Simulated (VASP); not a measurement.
# As: single point with PBE

Crystal: As.

```
CELL_PARAMETERS angstrom
-1.65939 1.65939 1.65939
1.65939 -1.65939 1.65939
1.65939 1.65939 -1.65939
ATOMIC_POSITIONS crystal
As 0.00000 0.00000 0.00000
```

This cell differs from its parent crystal: volume scaled by 0.96.

```
Program             : VASP 6.6.1
Task                : single point
Functional          : PBE
Potentials or basis : VASP PAW PBE potentials, release 64 (As)
Cutoff              : 520 eV
k mesh              : 15 × 15 × 15
Occupations         : fermi-dirac, width 0.1 eV
Spin                : no spin polarisation
```

* Pressure: 3.6 GPa

Levels at points of the mesh, in eV from the Fermi level:
```csv
k point,band 1,band 2,band 3,band 4,band 5,band 6
"(0.00, 0.00, 0.00)",-15.43,6.25,6.25,6.25,13.24,13.24
```

Wall time 5 s on 1 thread of Intel Xeon 6975P-C, with other jobs on the host, peak memory 0.14 GiB.
